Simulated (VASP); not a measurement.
# Y2Si3O (P-4m2) in VASP: further runs

Y2Si3O is run at these levels: PBE; tasks: single point.

All numbers are computed with VASP 6.6.1; they aren't measurements. Logs are shortened: lines on timing, memory, paths and dates and some standing lists are left out, and cuts for length are marked.

## 1. The cell of the first run

The structure is tetragonal, space group P-4m2 (No. 115). The conventional cell has a = 3.504 Å, b = 3.504 Å, c = 7.687 Å, α = 90.00°, β = 90.00°, γ = 90.00°. Y (site symmetry 2mm) has 7 Si at 2.63 to 2.77 Å and 2 O at 2.67 Å within 3.5 Å. Within 3.3 Å of Si (site symmetry -4m2) lie 4 O at 2.48 Å and 4 Y at 2.67 Å. Within 3.5 Å of Si (site symmetry 2mm) lie 5 Y at 2.63 to 2.77 Å and 6 Si at 3.11 to 3.39 Å and 2 O at 3.39 Å. Within 3.3 Å of O (site symmetry -4m2) lie 4 Si at 2.48 Å and 4 Y at 2.67 Å.

## 2. Single point, PBE

File INCAR:

```
PREC = Accurate
ENCUT = 520
EDIFF = 1E-6
ISMEAR = 0
SIGMA = 0.1
LREAL = False
LASPH = True
NELM = 100
ALGO = Normal
ISIF = 2
LWAVE = False
LCHARG = False
GGA = PE
NBANDS = 29
```

File KPOINTS:

```
Automatic mesh
0
Gamma
  6 6 2
```

File POSCAR:

```
Y2Si3O
1.0
    3.5039725900      0.0000000000      0.0000000000
    0.0000000000      3.5039725900      0.0000000000
    0.0000000000      0.0000000000      7.6865659700
Y Si O
2 3 1
Direct
    0.0000000000      0.5000000000      0.7372320300
    0.5000000000      0.0000000000      0.2627679700
    0.5000000000      0.5000000000      0.0000000000
    0.0000000000      0.5000000000      0.3774000100
    0.5000000000      0.0000000000      0.6225999900
    0.0000000000      0.0000000000      0.0000000000
```

Potentials or basis: VASP PAW PBE potentials, release 64 (Y_sv, Si, O).

Started as:

```bash
> cat potpaw_PBE.64/Y_sv/POTCAR potpaw_PBE.64/Si/POTCAR potpaw_PBE.64/O/POTCAR > POTCAR
> mpirun -np 1 vasp_std > vasp.out
```

OUTCAR:

```text
PREC = Accurate
   ENCUT = 520
   EDIFF = 1E-6
   ISMEAR = 0
   LREAL = False
   LASPH = True
   NELM = 100
   ISIF = 2
   GGA = PE

 ion  position               nearest neighbor table
   1  0.000  0.500  0.737-   5 2.63   5 2.63   5 2.63   5 2.63   6 2.67   3 2.67   6 2.67   3 2.67
                             4 2.77
   2  0.500  0.000  0.263-   4 2.63   4 2.63   4 2.63   4 2.63   3 2.67   6 2.67   6 2.67   3 2.67
                             5 2.77
   3  0.500  0.500  0.000-   6 2.48   6 2.48   6 2.48   6 2.48   2 2.67   1 2.67   1 2.67   2 2.67

   4  0.000  0.500  0.377-   2 2.63   2 2.63   2 2.63   2 2.63   1 2.77   5 3.11   5 3.11   5 3.11
                             5 3.11
   5  0.500  0.000  0.623-   1 2.63   1 2.63   1 2.63   1 2.63   2 2.77   4 3.11   4 3.11   4 3.11
                             4 3.11
   6  0.000  0.000  0.000-   3 2.48   3 2.48   3 2.48   3 2.48   2 2.67   2 2.67   1 2.67   1 2.67

  LATTYP: Found a simple tetragonal cell.
 ALAT       =     3.5039725900
 C/A-ratio  =     2.1936718318

  Lattice vectors:

 A1 = (   3.5039725900,   0.0000000000,   0.0000000000)
 A2 = (   0.0000000000,   3.5039725900,   0.0000000000)
 A3 = (   0.0000000000,   0.0000000000,   7.6865659700)

Analysis of symmetry for initial positions (statically):
=====================================================================
 Subroutine PRICEL returns:
 Original cell was already a primitive cell.

 Routine SETGRP: Setting up the symmetry group for a
 simple tetragonal supercell.

 Subroutine GETGRP returns: Found  8 space group operations
 (whereof  8 operations were pure point group operations)
 out of a pool of 16 trial point group operations.

The static configuration has the point symmetry D_2d.

Analysis of symmetry for dynamics (positions and initial velocities):
=====================================================================
 Subroutine PRICEL returns:
 Original cell was already a primitive cell.

 Routine SETGRP: Setting up the symmetry group for a
 simple tetragonal supercell.

 Subroutine GETGRP returns: Found  8 space group operations
 (whereof  8 operations were pure point group operations)
 out of a pool of 16 trial point group operations.

The dynamic configuration has the point symmetry D_2d.

 Subroutine INISYM returns: Found  8 space group operations
 (whereof  8 operations are pure point group operations),
 and found     1 'primitive' translations

----------------------------------------------------------------------------------------

                                     Primitive cell

  volume of cell :      94.3743

  direct lattice vectors                    reciprocal lattice vectors
     3.503972590  0.000000000  0.000000000     0.285390360  0.000000000  0.000000000
     0.000000000  3.503972590  0.000000000     0.000000000  0.285390360  0.000000000
     0.000000000  0.000000000  7.686565970     0.000000000  0.000000000  0.130097108

  length of vectors
     3.503972590  3.503972590  7.686565970     0.285390360  0.285390360  0.130097108

  position of ions in fractional coordinates (direct lattice)
     0.000000000  0.500000000  0.737232030
     0.500000000  0.000000000  0.262767970
     0.500000000  0.500000000  0.000000000
     0.000000000  0.500000000  0.377400010
     0.500000000  0.000000000  0.622599990
     0.000000000  0.000000000  0.000000000

  ion indices of the primitive-cell ions
   primitive index   ion index
                 1           1
                 2           2
                 3           3
                 4           4
                 5           5
                 6           6

----------------------------------------------------------------------------------------

 KPOINTS: Automatic mesh

Automatic generation of k-mesh.
 Grid dimensions read from file:
 generate k-points for:    6    6    2

 Generating k-lattice:

  Cartesian coordinates                     Fractional coordinates (reciprocal lattice)
     0.047565060  0.000000000  0.000000000     0.166666667  0.000000000  0.000000000
     0.000000000  0.047565060  0.000000000     0.000000000  0.166666667  0.000000000
     0.000000000  0.000000000  0.065048554     0.000000000  0.000000000  0.500000000

  Length of vectors
     0.047565060  0.047565060  0.065048554

  Shift w.r.t. Gamma in fractional coordinates (k-lattice)
     0.000000000  0.000000000  0.000000000

 Subroutine IBZKPT returns following result:
 ===========================================

 Found     20 irreducible k-points:

 Following reciprocal coordinates:
            Coordinates               Weight
  0.000000  0.000000  0.000000      1.000000
  0.166667  0.000000  0.000000      4.000000
  0.333333  0.000000  0.000000      4.000000
  0.500000  0.000000  0.000000      2.000000
  0.166667  0.166667  0.000000      4.000000
  0.333333  0.166667  0.000000      8.000000
[... 12 lines left out ...]
  0.500000  0.333333  0.500000      4.000000
  0.500000  0.500000  0.500000      1.000000
   k-points           NKPTS =     20   k-points in BZ     NKDIM =     20   number of bands    NBANDS=     29
   number of dos      NEDOS =    301   number of ions     NIONS =      6
   total plane-waves  NPLWV =  47040
   dimension x,y,z NGX =    28 NGY =   28 NGZ =   60
   dimension x,y,z NGXF=    56 NGYF=   56 NGZF=  120
   ions per type =               2   3   1
   NGX,Y,Z   is equivalent  to a cutoff of  13.28, 13.28, 12.98 a.u.
   NGXF,Y,Z  is equivalent  to a cutoff of  26.57, 26.57, 25.95 a.u.
 SYSTEM =  unknown system
   PREC   = accura    normal or accurate (medium, high low for compatibility)
   ISTART =      0    job   : 0-new  1-cont  2-samecut
   ICHARG =      2    charge: 1-file 2-atom 10-const
   ISPIN  =      1    spin polarized calculation?
   LNONCOLLINEAR =      F non collinear calculations
   LSORBIT =      F    spin-orbit coupling
   LASPH  =      T    aspherical Exc in radial PAW
   ENCUT  =  520.0 eV  38.22 Ry    6.18 a.u.   6.52  6.52 14.29*2*pi/ulx,y,z
   NELM   =    100;   NELMIN=  2; NELMDL= -5     # of ELM steps
   EDIFF  = 0.1E-05   stopping-criterion for ELM
   LREAL  =      F    real-space projection
   EDIFFG = 0.1E-04   stopping-criterion for IOM
   NSW    =      0    number of steps for IOM
   IBRION =     -1    ionic relax: 0-MD 1-quasi-New 2-CG
   NFREE  =      0    steps in history (QN), initial steepest desc. (CG)
   ISIF   =      2    stress and relaxation
   ISYM   =      2    0-nonsym 1-usesym 2-fastsym
   POTIM  = 0.5000    time-step for ionic-motion
   TEBEG  =    0.0;   TEEND  =   0.0 temperature during run
   PSTRESS=    0.0 pullay stress
   NELECT =      40.0000    total number of electrons
   NUPDOWN=      -1.0000    fix difference up-down
   EMIN   =  10.00;   EMAX   =-10.00  energy-range for DOS
   EFERMI =   0.00;   METHOD = LEGACY
   ISMEAR =     0;   SIGMA  =   0.10  broadening in eV -4-tet -1-fermi 0-gaus
   EFERMI_NEDOS =   21; number of points for ismear=-14 and -15
   IALGO  =     38    algorithm
   IMIX   =      4    mixing-type and parameters
     AMIX     =   0.40;   BMIX     =  1.00
     AMIX_MAG =   1.60;   BMIX_MAG =  1.00
  volume/ion in A,a.u.               =      15.73       106.14
  Fermi-wavevector in a.u.,A,eV,Ry     =   1.229731  2.323855 20.575263  1.512239
  Thomas-Fermi vector in A             =   2.364607
   LORBIT       =      0    0 simple, 1 ext, 2 COOP (PROOUT), +10 PAW based schemes
   GGA     = PE    functional components
   LHFCALC =     F    Hartree Fock is set to
   AEXX    =    0.0000 exact exchange contribution
   IVDW    =     0    specifies the selected vdW correction
   LEPSILON=     F    determine dielectric tensor
   LRPA    =     F    only Hartree local field effects (RPA)
 non-spin polarized calculation
 Gauss-broadening in eV      SIGMA  =   0.10
  energy-cutoff  :      520.00
  volume of cell :       94.37
 maximum number of plane-waves:      2581
 NGX is ok and might be reduce to    28
   NGX = 13   NGY = 13   NGZ = 29

 number of electron      40.0000005 magnetization

 Free energy of the ion-electron system (eV)
  ---------------------------------------------------
  ext. energy  EPLUGINS =         0.00000000
  ---------------------------------------------------
  free energy    TOTEN  =       -33.50640694 eV

  energy without entropy =      -33.48443285  energy(sigma->0) =      -33.49541989

 E-fermi :   6.8188     XC(G=0): -11.1757

 val. band max:        6.7490593878   @ k =   0.3333   0.3333   0.5000
 cond. band min:       6.8273602178   @ k =   0.5000   0.3333   0.0000
 fundamental gap:      0.0783008301
 Fermi energy:         6.8187956955

 k-point     1 :       0.0000    0.0000    0.0000
  band No.  band energies     occupation
      1     -34.3782      2.00000
      2     -34.3709      2.00000
      3     -15.0106      2.00000
      4     -14.6867      2.00000
      5     -14.4258      2.00000
      6     -14.4258      2.00000
[... 21 lines left out ...]
     28      11.0195      0.00000
     29      11.3843      0.00000

 k-point     2 :       0.1667    0.0000    0.0000
  band No.  band energies     occupation
      1     -34.3682      2.00000
      2     -34.3619      2.00000
      3     -14.9607      2.00000
      4     -14.6789      2.00000
      5     -14.5774      2.00000
      6     -14.5229      2.00000
[... 21 lines left out ...]
     28      10.6886      0.00000
     29      11.6669      0.00000

 k-point     3 :       0.3333    0.0000    0.0000
  band No.  band energies     occupation
      1     -34.3480      2.00000
      2     -34.3440      2.00000
      3     -14.8690      2.00000
      4     -14.8533      2.00000
      5     -14.7991      2.00000
      6     -14.6757      2.00000
[... 510 lines left out ...]
      5     -14.7615      2.00000
      6     -14.7009      2.00000
[... 21 lines left out ...]
     28      12.4742      0.00000
     29      13.0843      0.00000

 k-point    20 :       0.5000    0.5000    0.5000
  band No.  band energies     occupation
      1     -34.3006      2.00000
      2     -34.3006      2.00000
      3     -14.8889      2.00000
      4     -14.8827      2.00000
      5     -14.8519      2.00000
      6     -14.8004      2.00000
[... 21 lines left out ...]
     28      12.9320      0.00000
     29      13.1689      0.00000

------------------------ aborting loop because EDIFF is reached ----------------------------------------

  FORCE on cell =-STRESS in cart. coord.  units (eV):
  Direction    XX          YY          ZZ          XY          YZ          ZX
  --------------------------------------------------------------------------------------
  -------------------------------------------------------------------------------------
  Total       16.0696701     16.0696701     10.9356948      0.0000000      0.0000000      0.0000000
  in kB      272.8121971    272.8121971    185.6535272      0.0000000      0.0000000      0.0000000
  external PRESSURE =     243.7593071 kB  Pullay stress =       0.0000000 kB

 VOLUME and BASIS-vectors are now :
 -----------------------------------------------------------------------------
  energy-cutoff  :      520.00
  volume of cell :       94.37
      direct lattice vectors                 reciprocal lattice vectors
     3.503972590  0.000000000  0.000000000     0.285390360  0.000000000  0.000000000
     0.000000000  3.503972590  0.000000000     0.000000000  0.285390360  0.000000000
     0.000000000  0.000000000  7.686565970     0.000000000  0.000000000  0.130097108

 POSITION                                       TOTAL-FORCE (eV/Angst)
 -----------------------------------------------------------------------------------
      0.00000      1.75199      5.66678         0.000000     -0.000000      0.584118
      1.75199      0.00000      2.01978        -0.000000      0.000000     -0.584118
      1.75199      1.75199      0.00000        -0.000000      0.000000      0.000000
      0.00000      1.75199      2.90091        -0.000000      0.000000      1.739242
      1.75199      0.00000      4.78566        -0.000000      0.000000     -1.739242
      0.00000      0.00000      0.00000        -0.000000     -0.000000      0.000000
 -----------------------------------------------------------------------------------
    total drift:                               -0.000000      0.000000      0.000000

  FREE ENERGIE OF THE ION-ELECTRON SYSTEM (eV)
  ---------------------------------------------------
  free  energy   TOTEN  =       -33.5064069390 eV

  energy  without entropy=      -33.4844328501  energy(sigma->0) =      -33.49541989
```

Wall time 60 s (1 thread of Intel Xeon Platinum 8488C (Sapphire Rapids), shared host); peak memory 0.24 GiB.

Results:

* Free energy: -33.5064 eV
* Pressure: 24.4 GPa
* Largest force: 1.739 eV/Å
* Band gap on the k mesh: zero (band 20 reaches 7.39 eV, above the bottom of band 21 at 6.53 eV)

Forces in eV/Å, atoms in the order of the input:
```
Y    0.000  0.000  0.584
Y    0.000  0.000 -0.584
Si   0.000  0.000  0.000
Si   0.000  0.000  1.739
Si   0.000  0.000 -1.739
O    0.000  0.000  0.000
```

Caveat: the k points lie up to 0.41 Å⁻¹ apart; forces of over 1 eV/Å act on the atoms, so gaps and moduli don't describe the material at rest.

## 3. Single point, PBE

This run uses another cell than the first one, of 17.91 Å³/atom, 1.139 times its volume.

File INCAR:

```
SYSTEM = Y2Si3O
  PREC = Accurate
  ENCUT = 520
  EDIFF = 1E-6
  ISMEAR = 0
  SIGMA = 0.1
  LREAL = .FALSE.
  LASPH = .TRUE.
  NELM = 100
  ALGO = Normal
  ISIF = 2
  LWAVE = .FALSE.
  LCHARG = .FALSE.
  GGA = PE
  NBANDS = 29
```

File KPOINTS:

```
Automatic mesh
0
G
  6 6 2
  0 0 0
```

File POSCAR:

```
Y2Si3O
1.0
    3.3763614995      0.0000000000      0.0000000000
    0.0000000000      3.3763614995      0.0000000000
    0.0000000000      0.0000000000      9.4259615517
Y Si O
2 3 1
Direct
    0.0000000000      0.5000000000      0.7571229776
    0.5000000000      0.0000000000      0.2428770224
    0.5000000000      0.5000000000      0.0000000000
    0.0000000000      0.5000000000      0.4482163573
    0.5000000000      0.0000000000      0.5517836427
    0.0000000000      0.0000000000      0.0000000000
```

Potentials or basis: VASP PAW PBE potentials, release 64 (Y_sv, Si, O).

Started as:

```bash
> cat potpaw_PBE.64/Y_sv/POTCAR potpaw_PBE.64/Si/POTCAR potpaw_PBE.64/O/POTCAR > POTCAR
> mpirun -np 1 vasp_std > vasp.out
```

Wall time 79 s (1 thread of Intel Xeon Platinum 8488C (Sapphire Rapids), shared host); peak memory 0.26 GiB.

Results (log left out):

| Quantity | Value |
| --- | --- |
| Free energy | -37.3413 eV |
| Pressure | -0.1 GPa |
| Largest force | 0.021 eV/Å |
| Band gap on the k mesh | zero (band 20 reaches 6.78 eV, above the bottom of band 21 at 6.01 eV) |

Forces on the atoms (eV/Å):
```
Y    0.000  0.000 -0.021
Y    0.000  0.000  0.021
Si   0.000  0.000  0.000
Si   0.000  0.000 -0.017
Si   0.000  0.000  0.017
O    0.000  0.000  0.000
```

Stress tensor (GPa, compression positive):
```
-0.15  0.00  0.00
 0.00 -0.15  0.00
 0.00  0.00 -0.04
```

Levels at points of the mesh, in eV from the Fermi level:
```csv
k point,band 16,band 17,band 18,band 19,band 20,band 21,band 22,band 23,band 24,band 25
"(0.00, 0.00, 0.00)",-2.81,-1.47,-0.93,-0.93,-0.63,-0.26,1.26,2.45,2.45,2.83
"(0.50, 0.00, 0.00)",-3.03,-2.11,-1.65,-0.91,-0.11,0.69,1.19,1.26,1.55,2.97
"(0.50, 0.50, 0.00)",-5.18,-4.30,-2.27,-2.27,-1.79,-0.15,0.63,2.07,2.07,2.91
"(0.00, 0.00, 0.50)",-2.71,-1.20,-0.95,-0.95,-0.65,0.01,1.37,1.69,2.58,2.58
"(0.50, 0.00, 0.50)",-2.95,-1.86,-1.77,-0.83,-0.08,0.70,0.94,1.31,2.28,2.55
"(0.50, 0.50, 0.50)",-5.32,-4.18,-2.05,-2.05,-1.23,-0.36,-0.14,1.68,1.68,3.34
```
